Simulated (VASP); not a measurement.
# AsAu3 (D03 type) (Fm-3m) in VASP: notebook

The runs below take AsAu3 (D03 type) through electric field gradients, with PBE.

Everything below comes from runs of VASP 6.6.1. Logs are shortened: lines on timing, memory, paths and dates and some standing lists are left out, and cuts for length are marked.

## (1) The cell of the first run

It takes space group Fm-3m (No. 225, cubic). The conventional cell has a = 6.669 Å, b = 6.669 Å, c = 6.669 Å, α = 90.00°, β = 90.00°, γ = 90.00°. Within 3.8 Å of As (site symmetry m-3m) lie 14 Au at 2.89 to 3.33 Å. Au (site symmetry m-3m) has 8 Au at 2.89 Å and 6 As at 3.33 Å within 3.8 Å. Au (site symmetry -43m) has 4 As at 2.89 Å and 10 Au at 2.89 to 3.33 Å within 3.8 Å.

## (2) Electric field gradients, PBE

File INCAR:

```
SYSTEM = AsAu3
ALGO = Normal
EDIFF = 1E-8
ENCUT = 520
GGA = PE
ISIF = 2
ISMEAR = -1
LASPH = .True.
LCHARG = .False.
LEFG = .True.
LREAL = .False.
LWAVE = .False.
NBANDS = 27
NELM = 80
PREC = Accurate
SIGMA = 0.03
```

File KPOINTS:

```
k-points
0
Gamma
  9 9 9
  0 0 0
```

File POSCAR:

```
AsAu3
1.0
    0.0000000000      3.3345399389      3.3345399389
    3.3345399389      0.0000000000      3.3345399389
    3.3345399389      3.3345399389      0.0000000000
As Au
1 3
Direct
    0.0000000000      0.0000000000      0.0000000000
    0.5000000000      0.5000000000      0.5000000000
    0.2500000000      0.2500000000      0.2500000000
    0.7500000000      0.7500000000      0.7500000000
```

Potentials or basis: VASP PAW PBE potentials, release 64 (As, Au).

The run is started by

```sh
$ cat potpaw_PBE.64/As/POTCAR potpaw_PBE.64/Au/POTCAR > POTCAR
$ mpirun -np 1 vasp_std > vasp.out
```

OUTCAR:

```text
SYSTEM = AsAu3
   EDIFF = 1E-8
   ENCUT = 520
   GGA = PE
   ISIF = 2
   ISMEAR = -1
   LASPH = .True.
   LREAL = .False.
   NELM = 80
   PREC = Accurate

 ion  position               nearest neighbor table
   1  0.000  0.000  0.000-   4 2.89   4 2.89   4 2.89   3 2.89   3 2.89   3 2.89   4 2.89   3 2.89

   2  0.500  0.500  0.500-   3 2.89   3 2.89   3 2.89   4 2.89   4 2.89   4 2.89   4 2.89   3 2.89

   3  0.250  0.250  0.250-   1 2.89   1 2.89   1 2.89   2 2.89   2 2.89   2 2.89   2 2.89   1 2.89
                             4 3.33   4 3.33   4 3.33   4 3.33   4 3.33   4 3.33
   4  0.750  0.750  0.750-   2 2.89   2 2.89   2 2.89   1 2.89   1 2.89   1 2.89   2 2.89   1 2.89
                             3 3.33   3 3.33   3 3.33   3 3.33   3 3.33   3 3.33

  LATTYP: Found a face centered cubic cell.
 ALAT       =     6.6690798778

  Lattice vectors:

 A1 = (   0.0000000000,   3.3345399389,   3.3345399389)
 A2 = (   3.3345399389,   0.0000000000,   3.3345399389)
 A3 = (   3.3345399389,   3.3345399389,   0.0000000000)

Analysis of symmetry for initial positions (statically):
=====================================================================
 Subroutine PRICEL returns:
 Original cell was already a primitive cell.

 Routine SETGRP: Setting up the symmetry group for a
 face centered cubic supercell.

 Subroutine GETGRP returns: Found 48 space group operations
 (whereof 48 operations were pure point group operations)
 out of a pool of 48 trial point group operations.

The static configuration has the point symmetry O_h .

Analysis of symmetry for dynamics (positions and initial velocities):
=====================================================================
 Subroutine PRICEL returns:
 Original cell was already a primitive cell.

 Routine SETGRP: Setting up the symmetry group for a
 face centered cubic supercell.

 Subroutine GETGRP returns: Found 48 space group operations
 (whereof 48 operations were pure point group operations)
 out of a pool of 48 trial point group operations.

The dynamic configuration has the point symmetry O_h .

 Subroutine INISYM returns: Found 48 space group operations
 (whereof 48 operations are pure point group operations),
 and found     1 'primitive' translations

----------------------------------------------------------------------------------------

                                     Primitive cell

  volume of cell :      74.1545

  direct lattice vectors                    reciprocal lattice vectors
     0.000000000  3.334539939  3.334539939    -0.149945722  0.149945722  0.149945722
     3.334539939  0.000000000  3.334539939     0.149945722 -0.149945722  0.149945722
     3.334539939  3.334539939  0.000000000     0.149945722  0.149945722 -0.149945722

  length of vectors
     4.715751606  4.715751606  4.715751606     0.259713610  0.259713610  0.259713610

  position of ions in fractional coordinates (direct lattice)
     0.000000000  0.000000000  0.000000000
     0.500000000  0.500000000  0.500000000
     0.250000000  0.250000000  0.250000000
     0.750000000  0.750000000  0.750000000

  ion indices of the primitive-cell ions
   primitive index   ion index
                 1           1
                 2           2
                 3           3
                 4           4

----------------------------------------------------------------------------------------

 KPOINTS: k-points

Automatic generation of k-mesh.
 Grid dimensions read from file:
 generate k-points for:    9    9    9

 Generating k-lattice:

  Cartesian coordinates                     Fractional coordinates (reciprocal lattice)
    -0.016660636  0.016660636  0.016660636     0.111111111  0.000000000  0.000000000
     0.016660636 -0.016660636  0.016660636     0.000000000  0.111111111  0.000000000
     0.016660636  0.016660636 -0.016660636     0.000000000  0.000000000  0.111111111
[... 43 lines left out ...]
   dimension x,y,z NGXF=    72 NGYF=   72 NGZF=   72
   ions per type =               1   3
   NGX,Y,Z   is equivalent  to a cutoff of  12.69, 12.69, 12.69 a.u.
   NGXF,Y,Z  is equivalent  to a cutoff of  25.38, 25.38, 25.38 a.u.
 SYSTEM =  AsAu3
   PREC   = accura    normal or accurate (medium, high low for compatibility)
   ISTART =      0    job   : 0-new  1-cont  2-samecut
   ICHARG =      2    charge: 1-file 2-atom 10-const
   ISPIN  =      1    spin polarized calculation?
   LNONCOLLINEAR =      F non collinear calculations
   LSORBIT =      F    spin-orbit coupling
   LASPH  =      T    aspherical Exc in radial PAW
   ENCUT  =  520.0 eV  38.22 Ry    6.18 a.u.   8.77  8.77  8.77*2*pi/ulx,y,z
   NELM   =     80;   NELMIN=  2; NELMDL= -5     # of ELM steps
   EDIFF  = 0.1E-07   stopping-criterion for ELM
   LREAL  =      F    real-space projection
   EDIFFG = 0.1E-06   stopping-criterion for IOM
   NSW    =      0    number of steps for IOM
   IBRION =     -1    ionic relax: 0-MD 1-quasi-New 2-CG
   NFREE  =      0    steps in history (QN), initial steepest desc. (CG)
   ISIF   =      2    stress and relaxation
   ISYM   =      2    0-nonsym 1-usesym 2-fastsym
   POTIM  = 0.5000    time-step for ionic-motion
   TEBEG  =    0.0;   TEEND  =   0.0 temperature during run
   PSTRESS=    0.0 pullay stress
   NELECT =      38.0000    total number of electrons
   NUPDOWN=      -1.0000    fix difference up-down
   EMIN   =  10.00;   EMAX   =-10.00  energy-range for DOS
   EFERMI =   0.00;   METHOD = LEGACY
   ISMEAR =    -1;   SIGMA  =   0.03  broadening in eV -4-tet -1-fermi 0-gaus
   EFERMI_NEDOS =   21; number of points for ismear=-14 and -15
   IALGO  =     38    algorithm
   IMIX   =      4    mixing-type and parameters
     AMIX     =   0.40;   BMIX     =  1.00
     AMIX_MAG =   1.60;   BMIX_MAG =  1.00
  volume/ion in A,a.u.               =      18.54       125.10
  Fermi-wavevector in a.u.,A,eV,Ry     =   1.310057  2.475648 23.350981  1.716249
  Thomas-Fermi vector in A             =   2.440613
   LORBIT       =      0    0 simple, 1 ext, 2 COOP (PROOUT), +10 PAW based schemes
   GGA     = PE    functional components
   LHFCALC =     F    Hartree Fock is set to
   AEXX    =    0.0000 exact exchange contribution
   IVDW    =     0    specifies the selected vdW correction
   LEPSILON=     F    determine dielectric tensor
   LRPA    =     F    only Hartree local field effects (RPA)
 non-spin polarized calculation
  energy-cutoff  :      520.00
  volume of cell :       74.15
 maximum number of plane-waves:      2010
   NGX = 17   NGY = 17   NGZ = 17

 number of electron      37.9999999 magnetization

 Free energy of the ion-electron system (eV)
  ---------------------------------------------------
  ext. energy  EPLUGINS =         0.00000000
  ---------------------------------------------------
  free energy    TOTEN  =       -13.43542949 eV

  energy without entropy =      -13.42921329  energy(sigma->0) =      -13.43232139

 E-fermi :   8.2072     XC(G=0): -11.8901

 val. band max:        8.1477279878   @ k =   0.2222   0.1111   0.0000
 cond. band min:       8.2122003885   @ k =  -0.4444   0.1111   0.0000
 fundamental gap:      0.0644724007
 Fermi energy:         8.2072042570

 k-point     1 :       0.0000    0.0000    0.0000
  band No.  band energies     occupation
      1      -4.4071      2.00000
      2       2.1166      2.00000
      3       2.1166      2.00000
      4       2.1166      2.00000
      5       2.2265      2.00000
      6       2.2265      2.00000
[... 709 lines left out ...]
     26      17.8803      0.00000
     27      17.8806      0.00000

 [... further k-points ...]

------------------------ aborting loop because EDIFF is reached ----------------------------------------

  FORCE on cell =-STRESS in cart. coord.  units (eV):
  Direction    XX          YY          ZZ          XY          YZ          ZX
  --------------------------------------------------------------------------------------
  -------------------------------------------------------------------------------------
  Total       -0.0761132     -0.0761132     -0.0761132      0.0000000     -0.0000000      0.0000000
  in kB       -1.6444955     -1.6444955     -1.6444955      0.0000000     -0.0000000      0.0000000
  external PRESSURE =      -1.6444955 kB  Pullay stress =       0.0000000 kB

 VOLUME and BASIS-vectors are now :
 -----------------------------------------------------------------------------
  energy-cutoff  :      520.00
  volume of cell :       74.15
      direct lattice vectors                 reciprocal lattice vectors
     0.000000000  3.334539939  3.334539939    -0.149945722  0.149945722  0.149945722
     3.334539939  0.000000000  3.334539939     0.149945722 -0.149945722  0.149945722
     3.334539939  3.334539939  0.000000000     0.149945722  0.149945722 -0.149945722

 POSITION                                       TOTAL-FORCE (eV/Angst)
 -----------------------------------------------------------------------------------
      0.00000      0.00000      0.00000        -0.000000      0.000000     -0.000000
      3.33454      3.33454      3.33454        -0.000000      0.000000     -0.000000
      1.66727      1.66727      1.66727        -0.000000     -0.000000     -0.000000
      5.00181      5.00181      5.00181         0.000000      0.000000      0.000000
 -----------------------------------------------------------------------------------
    total drift:                                0.000000      0.000000      0.000000

  FREE ENERGIE OF THE ION-ELECTRON SYSTEM (eV)
  ---------------------------------------------------
  free  energy   TOTEN  =       -13.4354294878 eV

  energy  without entropy=      -13.4292132903  energy(sigma->0) =      -13.43232139

 Electric field gradients (V/A^2)
---------------------------------------------------------------------
 ion       V_xx      V_yy      V_zz      V_xy      V_xz      V_yz
---------------------------------------------------------------------
   1      -0.000    -0.000    -0.000    -0.000    -0.000    -0.000
   2      -0.000    -0.000     0.000     0.001     0.001     0.001
   3       0.000     0.000     0.000     0.001     0.001     0.001
   4       0.000     0.000     0.000     0.001     0.001     0.001
---------------------------------------------------------------------

 Electric field gradients after diagonalization (V/A^2)
 (convention: |V_zz| > |V_xx| > |V_yy|)
----------------------------------------------------------------------
 ion       V_xx      V_yy      V_zz     asymmetry (V_yy - V_xx)/ V_zz
----------------------------------------------------------------------
   1       0.000     0.000    -0.000       0.000
   2      -0.001    -0.001     0.001       0.000
   3      -0.001    -0.001     0.001       0.000
   4      -0.001    -0.001     0.001       0.000
----------------------------------------------------------------------

           NMR quadrupolar parameters

 Cq : quadrupolar parameter    Cq=e*Q*V_zz/h
 eta: asymmetry parameters     (V_yy - V_xx)/ V_zz
 Q  : nuclear electric quadrupole moment in mb (millibarn)
----------------------------------------------------------------------
 ion       Cq(MHz)       eta       Q (mb)
----------------------------------------------------------------------
   1      -0.000       0.000       1.000
   2       0.000       0.000       1.000
   3       0.000       0.000       1.000
   4       0.000       0.000       1.000
----------------------------------------------------------------------
```

It took 58 s on 1 thread of Intel Xeon Platinum 8259CL at 2.50GHz (Skylake/Cascade Lake), shared host; peak memory 0.24 GiB.

What came out:

```yaml
Free_energy: -13.4354 eV
Pressure: -0.2 GPa
Band_gap_on_the_k_mesh: zero (bands 19 and 20 overlap by 1.07 eV)
Largest_electric_field_gradient_by_atom: under 0.05 V/Å² on every atom
```

Caveat: spin-orbit coupling is left out, which moves the levels of the heavy elements.

## (3) Electric field gradients, PBE

File INCAR:

```
PREC = Accurate
ENCUT = 520
EDIFF = 1E-8
ISMEAR = -1
SIGMA = 0.03
LREAL = F
LASPH = T
NELM = 100
ALGO = Normal
ISIF = 2
LWAVE = F
LCHARG = F
GGA = PE
LEFG = T
NBANDS = 27
```

File KPOINTS:

```
Automatic mesh
0
Gamma
  9 9 9
```

POSCAR is that of step 2.

Potentials or basis: VASP PAW PBE potentials, release 64 (As, Au).

The run is started by

```sh
$ cat potpaw_PBE.64/As/POTCAR potpaw_PBE.64/Au/POTCAR > POTCAR
$ mpirun -np 1 vasp_std > vasp.out
```

OUTCAR:

```text
PREC = Accurate
   ENCUT = 520
   EDIFF = 1E-8
   ISMEAR = -1
   LREAL = F
   LASPH = T
   NELM = 100
   ISIF = 2
   GGA = PE

 ion  position               nearest neighbor table
   1  0.000  0.000  0.000-   4 2.89   4 2.89   4 2.89   3 2.89   3 2.89   3 2.89   4 2.89   3 2.89

   2  0.500  0.500  0.500-   3 2.89   3 2.89   3 2.89   4 2.89   4 2.89   4 2.89   4 2.89   3 2.89

   3  0.250  0.250  0.250-   1 2.89   1 2.89   1 2.89   2 2.89   2 2.89   2 2.89   2 2.89   1 2.89
                             4 3.33   4 3.33   4 3.33   4 3.33   4 3.33   4 3.33
   4  0.750  0.750  0.750-   2 2.89   2 2.89   2 2.89   1 2.89   1 2.89   1 2.89   2 2.89   1 2.89
                             3 3.33   3 3.33   3 3.33   3 3.33   3 3.33   3 3.33

  LATTYP: Found a face centered cubic cell.
 ALAT       =     6.6690798778

  Lattice vectors:

 A1 = (   0.0000000000,   3.3345399389,   3.3345399389)
 A2 = (   3.3345399389,   0.0000000000,   3.3345399389)
 A3 = (   3.3345399389,   3.3345399389,   0.0000000000)

Analysis of symmetry for initial positions (statically):
=====================================================================
 Subroutine PRICEL returns:
[... 926 lines left out ...]
      1.66727      1.66727      1.66727        -0.000000     -0.000000     -0.000000
      5.00181      5.00181      5.00181         0.000000      0.000000      0.000000
 -----------------------------------------------------------------------------------
    total drift:                                0.000000      0.000000      0.000000

  FREE ENERGIE OF THE ION-ELECTRON SYSTEM (eV)
  ---------------------------------------------------
  free  energy   TOTEN  =       -13.4354294878 eV

  energy  without entropy=      -13.4292132903  energy(sigma->0) =      -13.43232139

 Electric field gradients (V/A^2)
---------------------------------------------------------------------
 ion       V_xx      V_yy      V_zz      V_xy      V_xz      V_yz
---------------------------------------------------------------------
   1      -0.000    -0.000    -0.000    -0.000    -0.000    -0.000
   2      -0.000    -0.000     0.000     0.001     0.001     0.001
   3       0.000     0.000     0.000     0.001     0.001     0.001
   4       0.000     0.000     0.000     0.001     0.001     0.001
---------------------------------------------------------------------

 Electric field gradients after diagonalization (V/A^2)
 (convention: |V_zz| > |V_xx| > |V_yy|)
----------------------------------------------------------------------
 ion       V_xx      V_yy      V_zz     asymmetry (V_yy - V_xx)/ V_zz
----------------------------------------------------------------------
   1       0.000     0.000    -0.000       0.000
   2      -0.001    -0.001     0.001       0.000
   3      -0.001    -0.001     0.001       0.000
   4      -0.001    -0.001     0.001       0.000
----------------------------------------------------------------------

           NMR quadrupolar parameters

 Cq : quadrupolar parameter    Cq=e*Q*V_zz/h
 eta: asymmetry parameters     (V_yy - V_xx)/ V_zz
 Q  : nuclear electric quadrupole moment in mb (millibarn)
----------------------------------------------------------------------
 ion       Cq(MHz)       eta       Q (mb)
----------------------------------------------------------------------
   1      -0.000       0.000       1.000
   2       0.000       0.000       1.000
   3       0.000       0.000       1.000
   4       0.000       0.000       1.000
----------------------------------------------------------------------
```

stdout:

```text
POSCAR found type information on POSCAR AsAu
 POSCAR found :  2 types and       4 ions
 scaLAPACK will be used
 LDA part: xc-table for (Slater+PW92), standard interpolation
 POSCAR, INCAR and KPOINTS ok, starting setup
 FFT: planning ... GRIDC
 FFT: planning ... GRID_SOFT
 FFT: planning ... GRID
 WAVECAR not read
 entering main loop
ion   1

ion   2

ion   3

ion   4
```

Run time: 58 s. Hardware: 1 thread of Intel Xeon Platinum 8259CL at 2.50GHz (Skylake/Cascade Lake), shared host; peak memory 0.24 GiB.

Results:

| Item | Value |
| --- | --- |
| Free energy | -13.4354 eV |
| Pressure | -0.2 GPa |
| Band gap on the k mesh | zero (bands 19 and 20 overlap by 1.07 eV) |
| Largest electric field gradient by atom | under 0.05 V/Å² on every atom |

Caveat: spin-orbit coupling is left out, which moves the levels of the heavy elements.

The gap in the log of VASP goes by the Fermi energy; the results here count the filled bands.